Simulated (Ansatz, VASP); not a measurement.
**BN in VASP and in Ansatz**

File POSCAR:

```
BN
1.0
    2.4775772443      0.0000000000      0.0000000000
   -1.2387886221      2.1456448334      0.0000000000
    0.0000000000      0.0000000000      6.4636186877
B N
2 2
Direct
    0.3333333333      0.6666666667      0.2500000000
    0.6666666667      0.3333333333      0.7500000000
    0.3333333333      0.6666666667      0.7500000000
    0.6666666667      0.3333333333      0.2500000000
```

File INCAR.step1:

```
SYSTEM = BN
PREC = Accurate ; ENCUT = 520
ISMEAR = 0 ; SIGMA = 0.01
LREAL = .False. ; LASPH = .True.
NELM = 100 ; NBANDS = 16
GGA = PE ; ALGO = Normal
EDIFF = 1E-4 ; LWAVE = .True.
LCHARG = .False.
```

Contents of INCAR.step2:

```
SYSTEM = BN
PREC = Accurate ; ENCUT = 520
EDIFF = 1E-6 ; ISMEAR = 0
SIGMA = 0.01 ; LREAL = .False.
LASPH = .True. ; NELM = 100
ALGO = Normal ; ISIF = 2
LWAVE = .False. ; LCHARG = .True.
METAGGA = R2SCAN ; LMIXTAU = .True.
LELF = .True. ; LVHAR = .True.
NBANDS = 16 ; ISTART = 1
```

The input KPOINTS:

```
Automatic mesh
0
Gamma
  12 12 4
  0 0 0
```

Input for Ansatz:

```yaml
crystal:
  lattice:
    - [2.4775772443, 0.0, 0.0]
    - [-1.2387886221, 2.1456448334, 0.0]
    - [0.0, 0.0, 6.4636186877]
  atoms:
    - { symbol: B, position: [0.3333333333, 0.6666666667, 0.25] }
    - { symbol: B, position: [0.6666666667, 0.3333333333, 0.75] }
    - { symbol: "N", position: [0.3333333333, 0.6666666667, 0.75] }
    - { symbol: "N", position: [0.6666666667, 0.3333333333, 0.25] }
kpoints:
  mp_grid: { grid: [12, 12, 4] }
  band_path:
    path:
      - [0.0, 0.0, 0.0]
      - [0.5, 0.0, 0.0]
      - [0.3333333333, 0.3333333333, 0.0]
      - [0.0, 0.0, 0.5]
      - [0.5, 0.0, 0.5]
      - [0.3333333333, 0.3333333333, 0.5]
      - [0.302083, 0.302083, 0.0]
      - [0.0, 0.5, 0.0]
    npoints: 1
hamiltonian:
  xc: r2scan
scf:
  occupations: { method: fixed }
  n_extra_bands: 5
output:
  forces: true
  stress: true
  eigenvalues: true
```

Change from the starting cell: hydrostatic strain -0.9%.

Alike in both runs: task single point; functional r2SCAN; k mesh 12 × 12 × 4; no spin polarisation.

```csv
,VASP,Ansatz
version,VASP 6.6.1,Ansatz 0.2.0
potentials or method,"VASP PAW PBE potentials, release 64 (B, N)","plane waves, PAW"
plane-wave cutoff (eV),520,500
occupations,"gaussian, width 0.01 eV",fixed
valence electrons in the cell,16,16
```

|  | VASP | Ansatz | Ansatz less VASP |
| --- | --- | --- | --- |
| gap on the k mesh at the Fermi level (eV) | 4.88 | 4.84 | -0.041 |
| pressure (GPa) | 8.5 | 8.1 | -0.42 |
| traceless stress, the component that is largest in VASP (GPa) | -6.82 | -6.10 | +0.724 |

VASP's potentials were made for PBE, not for r2SCAN.
